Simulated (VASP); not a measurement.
# La (P6_3/mmc) in VASP: notebook

La is run at these levels: r2SCAN; tasks: single point.

Program: VASP 6.6.1. These are calculated values, not measurements. Logs are shortened: lines on timing, memory, paths and dates and some standing lists are left out, and cuts for length are marked.

### Step 1. The cell of the first run

Symmetry: P6_3/mmc, No. 194, hexagonal system. Conventional cell: a = 3.837 Å, b = 3.837 Å, c = 12.221 Å, α = 90.00°, β = 90.00°, γ = 120.00°. La (site symmetry -3m) has 12 La at 3.77 to 3.84 Å within 5.0 Å. La (site symmetry -6m2) has 12 La at 3.77 to 3.84 Å within 5.0 Å.

### Step 2. Single point, r2SCAN (38.95 Å³/atom)

POSCAR

```
La
1.0
    3.8370022804      0.0000000000      0.0000000000
   -1.9185011402      3.3229414492      0.0000000000
    0.0000000000      0.0000000000     12.2208233615
La
4
Direct
    0.0000000000      1.0000000000      0.0000000000
    0.0000000000      1.0000000000      0.5000000000
    0.3333333333      0.6666666667      0.7500000000
    0.6666666667      0.3333333333      0.2500000000
```

INCAR.step1

```
PREC = Accurate
ENCUT = 520
ISMEAR = -1
SIGMA = 0.1
LREAL = False
LASPH = True
NELM = 80
NBANDS = 30
GGA = PE
ALGO = Normal
EDIFF = 1E-4
LWAVE = True
LCHARG = False
```

INCAR.step2

```
PREC = Accurate
ENCUT = 520
EDIFF = 1E-6
ISMEAR = -1
SIGMA = 0.1
LREAL = False
LASPH = True
NELM = 80
ALGO = Normal
ISIF = 2
LWAVE = False
LCHARG = False
METAGGA = R2SCAN
LMIXTAU = True
NBANDS = 30
ISTART = 1
```

KPOINTS

```
regular mesh
0
Gamma
  13 13 4
```

Potentials or basis: VASP PAW PBE potentials, release 64 (La).

Started as:

```
> cat potpaw_PBE.64/La/POTCAR > POTCAR
> cp INCAR.step1 INCAR
> mpirun -np 1 vasp_std > vasp.out
> cp INCAR.step2 INCAR
> mpirun -np 1 vasp_std > vasp.out
```

OUTCAR:

```text
PREC = Accurate
   ENCUT = 520
   EDIFF = 1E-6
   ISMEAR = -1
   LREAL = False
   LASPH = True
   NELM = 80
   ISIF = 2
   METAGGA = R2SCAN
   ISTART = 1

 ion  position               nearest neighbor table
   1  0.000  0.000  0.000-
   2  0.000  0.000  0.500-
   3  0.333  0.667  0.750-
   4  0.667  0.333  0.250-

  LATTYP: Found a hexagonal cell.
 ALAT       =     3.8370022804
 C/A-ratio  =     3.1849924677

  Lattice vectors:

 A1 = (   3.8370022804,   0.0000000000,   0.0000000000)
 A2 = (  -1.9185011402,   3.3229414492,   0.0000000000)
 A3 = (   0.0000000000,   0.0000000000,  12.2208233615)

Analysis of symmetry for initial positions (statically):
=====================================================================
 Subroutine PRICEL returns:
 Original cell was already a primitive cell.

 Routine SETGRP: Setting up the symmetry group for a
 hexagonal supercell.

 Subroutine GETGRP returns: Found 24 space group operations
 (whereof 12 operations were pure point group operations)
 out of a pool of 24 trial point group operations.

The static configuration has the point symmetry D_3d.
 The point group associated with its full space group is D_6h.

Analysis of symmetry for dynamics (positions and initial velocities):
=====================================================================
 Subroutine PRICEL returns:
 Original cell was already a primitive cell.

 Routine SETGRP: Setting up the symmetry group for a
 hexagonal supercell.

 Subroutine GETGRP returns: Found 24 space group operations
 (whereof 12 operations were pure point group operations)
 out of a pool of 24 trial point group operations.

The dynamic configuration has the point symmetry D_3d.
 The point group associated with its full space group is D_6h.

 Subroutine INISYM returns: Found 24 space group operations
 (whereof 12 operations are pure point group operations),
 and found     1 'primitive' translations

----------------------------------------------------------------------------------------

                                     Primitive cell

  volume of cell :     155.8171

  direct lattice vectors                    reciprocal lattice vectors
     3.837002280  0.000000000  0.000000000     0.260620121  0.150469097  0.000000000
    -1.918501140  3.322941449  0.000000000     0.000000000  0.300938194  0.000000000
     0.000000000  0.000000000 12.220823362     0.000000000  0.000000000  0.081827547

  length of vectors
     3.837002280  3.837002280 12.220823362     0.300938194  0.300938194  0.081827547

  position of ions in fractional coordinates (direct lattice)
     0.000000000  0.000000000  0.000000000
     0.000000000  0.000000000  0.500000000
     0.333333333  0.666666667  0.750000000
     0.666666667  0.333333333  0.250000000

  ion indices of the primitive-cell ions
   primitive index   ion index
                 1           1
                 2           2
                 3           3
                 4           4

----------------------------------------------------------------------------------------

 KPOINTS: regular mesh

Automatic generation of k-mesh.
 Grid dimensions read from file:
 generate k-points for:   13   13    4

 Generating k-lattice:

  Cartesian coordinates                     Fractional coordinates (reciprocal lattice)
     0.020047702  0.011574546  0.000000000     0.076923077  0.000000000  0.000000000
     0.000000000  0.023149092  0.000000000     0.000000000  0.076923077  0.000000000
     0.000000000  0.000000000  0.020456887     0.000000000  0.000000000  0.250000000

  Length of vectors
     0.023149092  0.023149092  0.020456887

  Shift w.r.t. Gamma in fractional coordinates (k-lattice)
     0.000000000  0.000000000  0.000000000

 Subroutine IBZKPT returns following result:
 ===========================================

 Found     63 irreducible k-points:

 Following reciprocal coordinates:
            Coordinates               Weight
  0.000000  0.000000  0.000000      1.000000
  0.076923 -0.000000  0.000000      6.000000
  0.153846 -0.000000  0.000000      6.000000
  0.230769 -0.000000  0.000000      6.000000
  0.307692 -0.000000  0.000000      6.000000
  0.384615 -0.000000  0.000000      6.000000
[... 16 lines left out ...]
  0.076923 -0.000000  0.250000     12.000000
  0.153846 -0.000000  0.250000     12.000000
 [... further k-points ...]
   k-points           NKPTS =     63   k-points in BZ     NKDIM =     63   number of bands    NBANDS=     30
   number of dos      NEDOS =    301   number of ions     NIONS =      4
   total plane-waves  NPLWV =  86400
   dimension x,y,z NGX =    30 NGY =   30 NGZ =   96
   dimension x,y,z NGXF=    60 NGYF=   60 NGZF=  192
   ions per type =               4
   NGX,Y,Z   is equivalent  to a cutoff of  13.00, 13.00, 13.06 a.u.
   NGXF,Y,Z  is equivalent  to a cutoff of  26.00, 26.00, 26.12 a.u.
 SYSTEM =  unknown system
   PREC   = accura    normal or accurate (medium, high low for compatibility)
   ISTART =      1    job   : 0-new  1-cont  2-samecut
   ICHARG =      0    charge: 1-file 2-atom 10-const
   ISPIN  =      1    spin polarized calculation?
   LNONCOLLINEAR =      F non collinear calculations
   LSORBIT =      F    spin-orbit coupling
   LASPH  =      T    aspherical Exc in radial PAW
   ENCUT  =  520.0 eV  38.22 Ry    6.18 a.u.   7.13  7.13 22.72*2*pi/ulx,y,z
   NELM   =     80;   NELMIN=  2; NELMDL=  0     # of ELM steps
   EDIFF  = 0.1E-05   stopping-criterion for ELM
   LREAL  =      F    real-space projection
   EDIFFG = 0.1E-04   stopping-criterion for IOM
   NSW    =      0    number of steps for IOM
   IBRION =     -1    ionic relax: 0-MD 1-quasi-New 2-CG
   NFREE  =      0    steps in history (QN), initial steepest desc. (CG)
   ISIF   =      2    stress and relaxation
   ISYM   =      2    0-nonsym 1-usesym 2-fastsym
   POTIM  = 0.5000    time-step for ionic-motion
   TEBEG  =    0.0;   TEEND  =   0.0 temperature during run
   PSTRESS=    0.0 pullay stress
   NELECT =      44.0000    total number of electrons
   NUPDOWN=      -1.0000    fix difference up-down
   EMIN   =  10.00;   EMAX   =-10.00  energy-range for DOS
   EFERMI =   0.00;   METHOD = LEGACY
   ISMEAR =    -1;   SIGMA  =   0.10  broadening in eV -4-tet -1-fermi 0-gaus
   EFERMI_NEDOS =   21; number of points for ismear=-14 and -15
   IALGO  =     38    algorithm
   IMIX   =      4    mixing-type and parameters
     AMIX     =   0.40;   BMIX     =  1.00
     AMIX_MAG =   1.60;   BMIX_MAG =  1.00
  volume/ion in A,a.u.               =      38.95       262.88
  Fermi-wavevector in a.u.,A,eV,Ry     =   1.074040  2.029642 15.695177  1.153563
  Thomas-Fermi vector in A             =   2.209857
   LORBIT       =      0    0 simple, 1 ext, 2 COOP (PROOUT), +10 PAW based schemes
   METAGGA = R2SCAN    functional components
   LHFCALC =     F    Hartree Fock is set to
   AEXX    =    0.0000 exact exchange contribution
   IVDW    =     0    specifies the selected vdW correction
   LEPSILON=     F    determine dielectric tensor
   LRPA    =     F    only Hartree local field effects (RPA)
 non-spin polarized calculation
  energy-cutoff  :      520.00
  volume of cell :      155.82
 maximum number of plane-waves:      4226
 NGX is ok and might be reduce to    30
   NGX = 15   NGY = 15   NGZ = 45

 number of electron      44.0000003 magnetization

 Free energy of the ion-electron system (eV)
  ---------------------------------------------------
  ext. energy  EPLUGINS =         0.00000000
  ---------------------------------------------------
  free energy    TOTEN  =      -119.05005092 eV

  energy without entropy =     -118.84344524  energy(sigma->0) =     -118.94674808

 E-fermi :   7.5150     XC(G=0): -10.0053

 val. band max:        7.5005722341   @ k =   0.1538  -0.0000   0.0000
 cond. band min:       7.5162711613   @ k =   0.3077   0.1538   0.2500
 fundamental gap:      0.0156989272
 Fermi energy:         7.5150309584

 k-point     1 :       0.0000    0.0000    0.0000
  band No.  band energies     occupation
      1     -26.6191      2.00000
      2     -26.5261      2.00000
      3     -26.5216      2.00000
      4     -26.4258      2.00000
      5     -10.5035      2.00000
      6      -9.8866      2.00000
[... 22 lines left out ...]
     29       9.1319      0.00000
     30       9.1438      0.00000

 k-point     2 :       0.0769   -0.0000    0.0000
  band No.  band energies     occupation
      1     -26.6107      2.00000
      2     -26.5200      2.00000
      3     -26.5156      2.00000
      4     -26.4222      2.00000
      5     -10.4805      2.00000
      6      -9.8952      2.00000
[... 22 lines left out ...]
     29       9.2029      0.00000
     30       9.2521      0.00000

 k-point     3 :       0.1538   -0.0000    0.0000
  band No.  band energies     occupation
      1     -26.5870      2.00000
      2     -26.5032      2.00000
      3     -26.4988      2.00000
      4     -26.4128      2.00000
      5     -10.4142      2.00000
      6      -9.9351      2.00000
[... 22 lines left out ...]
     29       9.1701      0.00000
     30       9.3189      0.00000

 k-point     4 :       0.2308   -0.0000    0.0000
  band No.  band energies     occupation
      1     -26.5522      2.00000
      2     -26.4794      2.00000
      3     -26.4750      2.00000
      4     -26.4005      2.00000
      5     -10.3148      2.00000
      6     -10.0383      2.00000
[... 22 lines left out ...]
     29       9.1087      0.00000
     30       9.3187      0.00000

 k-point     5 :       0.3077   -0.0000    0.0000
  band No.  band energies     occupation
      1     -26.5125      2.00000
      2     -26.4539      2.00000
      3     -26.4495      2.00000
      4     -26.3899      2.00000
      5     -10.2437      2.00000
      6     -10.1963      2.00000
[... 22 lines left out ...]
     29       9.0294      0.00000
     30       9.3276      0.00000
[... 526 lines left out ...]
     29       9.2127      0.00000
     30       9.3705      0.00000

 k-point    22 :       0.0000    0.0000    0.2500
  band No.  band energies     occupation
      1     -26.6119      2.00000
      2     -26.5607      2.00000
      3     -26.4866      2.00000
      4     -26.4333      2.00000
      5     -10.4585      2.00000
      6     -10.1287      2.00000
[... 22 lines left out ...]
     29       9.1357      0.00000
     30       9.1531      0.00000

 k-point    23 :       0.0769   -0.0000    0.2500
  band No.  band energies     occupation
      1     -26.6037      2.00000
      2     -26.5537      2.00000
      3     -26.4815      2.00000
      4     -26.4296      2.00000
      5     -10.4376      2.00000
      6     -10.1242      2.00000
[... 22 lines left out ...]
     29       9.1658      0.00000
     30       9.1877      0.00000

 k-point    24 :       0.1538   -0.0000    0.2500
  band No.  band energies     occupation
      1     -26.5805      2.00000
      2     -26.5343      2.00000
      3     -26.4675      2.00000
      4     -26.4196      2.00000
      5     -10.3784      2.00000
      6     -10.1195      2.00000
[... 22 lines left out ...]
     29       9.1821      0.00000
     30       9.2071      0.00000

 [... further k-points ...]
[... 5 lines left out ...]
  --------------------------------------------------------------------------------------
  -------------------------------------------------------------------------------------
  Total       -0.8397133     -0.8397133     -0.7670723      0.0000000      0.0000000     -0.0000000
  in kB       -8.6342850     -8.6342850     -7.8873604      0.0000000      0.0000000     -0.0000000
  external PRESSURE =      -8.3853101 kB  Pullay stress =       0.0000000 kB

 VOLUME and BASIS-vectors are now :
 -----------------------------------------------------------------------------
  energy-cutoff  :      520.00
  volume of cell :      155.82
      direct lattice vectors                 reciprocal lattice vectors
     3.837002280  0.000000000  0.000000000     0.260620121  0.150469097  0.000000000
    -1.918501140  3.322941449  0.000000000     0.000000000  0.300938194  0.000000000
     0.000000000  0.000000000 12.220823362     0.000000000  0.000000000  0.081827547

 POSITION                                       TOTAL-FORCE (eV/Angst)
 -----------------------------------------------------------------------------------
      0.00000      0.00000      0.00000        -0.000000     -0.000000      0.000000
      0.00000      0.00000      6.11041        -0.000000     -0.000000      0.000000
     -0.00000      2.21529      9.16562         0.000000      0.000000     -0.000000
      1.91850      1.10765      3.05521        -0.000000     -0.000000      0.000000
 -----------------------------------------------------------------------------------
    total drift:                               -0.000000     -0.000000      0.000000

  FREE ENERGIE OF THE ION-ELECTRON SYSTEM (eV)
  ---------------------------------------------------
  free  energy   TOTEN  =      -119.0500509194 eV

  energy  without entropy=     -118.8434452436  energy(sigma->0) =     -118.94674808
```

Run time: 15 min. Hardware: 1 thread of Intel Xeon 6975P-C (Granite Rapids), shared host; peak memory 0.48 GiB.

What came out:

```
Free energy            : -119.0501 eV
Pressure               : -0.8 GPa
Band gap on the k mesh : zero (bands 22 and 23 overlap by 1.20 eV)
```

Caveat: the PAW data sets were made with another functional, which shifts forces and pressure a little; spin-orbit coupling is left out, which moves the levels of the heavy elements.

(Continued in part 2 of 2.)
